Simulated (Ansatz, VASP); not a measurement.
## Rh in VASP and in Ansatz

Contents of INCAR:

```
  PREC = Accurate
  ENCUT = 520
  EDIFF = 1E-6
  ISMEAR = 0
  SIGMA = 0.1
  LREAL = False
  LASPH = True
  NELM = 60
  ALGO = Normal
  ISIF = 2
  LWAVE = False
  LCHARG = False
  GGA = PS
  NBANDS = 38
```

Contents of KPOINTS:

```
regular mesh
0
Gamma
  9 9 3
```

Contents of POSCAR:

```
Rh
1.0
    2.6917450000      0.0000000000      0.0000000000
   -1.3458725000      2.3311195505      0.0000000000
    0.0000000000      0.0000000000      8.7980700000
Rh
4
Direct
    0.0000000000      0.0000000000      0.0000000000
    0.3333333333      0.6666666667      0.2500000000
    0.0000000000      0.0000000000      0.5000000000
    0.6666666667      0.3333333333      0.7500000000
```

Input for Ansatz:

```yaml
crystal:
  lattice:
    a: 2.691745
    b: 2.691745
    c: 8.79807
    alpha: 90.0
    beta: 90.0
    gamma: 120.0
  atoms:
    - { symbol: Rh, position: [0.0, 0.0, 0.0] }
    - { symbol: Rh, position: [0.3333333333333333, 0.6666666666666666, 0.25] }
    - { symbol: Rh, position: [0.0, 0.0, 0.5] }
    - { symbol: Rh, position: [0.6666666666666666, 0.3333333333333333, 0.75] }
basis:
  ecutwfc: 420.0
kpoints:
  mp_grid:
    grid: [9, 9, 3]
hamiltonian:
  xc: pbesol
  pseudopotentials:
    kind: paw
    azcp:
      folder: soft_1
scf:
  occupations:
    method: gaussian
    width: 0.1
output:
  stress: true
```

Alike in both runs: task single point; functional PBEsol; k mesh 9 × 9 × 3; occupations gaussian, width 0.1 eV; no spin polarisation.

|  | VASP | Ansatz |
| --- | --- | --- |
| version | VASP 6.6.1 | Ansatz 0.2.0 |
| potentials or method | VASP PAW PBE potentials, release 64 (Rh_pv), cutoff 520 eV | plane waves, PAW |
| valence electrons in the cell | 60 | 68 |

Ansatz gave:

- pressure (GPa): -5.7
- traceless stress, the component that is largest in VASP (GPa): -1.07

Q: What did VASP give for the same quantities?

A: Pressure (GPa): -5.8; traceless stress, the component that is largest in VASP (GPa): -1.07.

VASP's potentials were made for PBE, not for PBEsol, and Ansatz warns of the same on its side. VASP's potentials hold 60 valence electrons a cell and Ansatz's 68, so a difference there can come from the potentials and not from the codes.
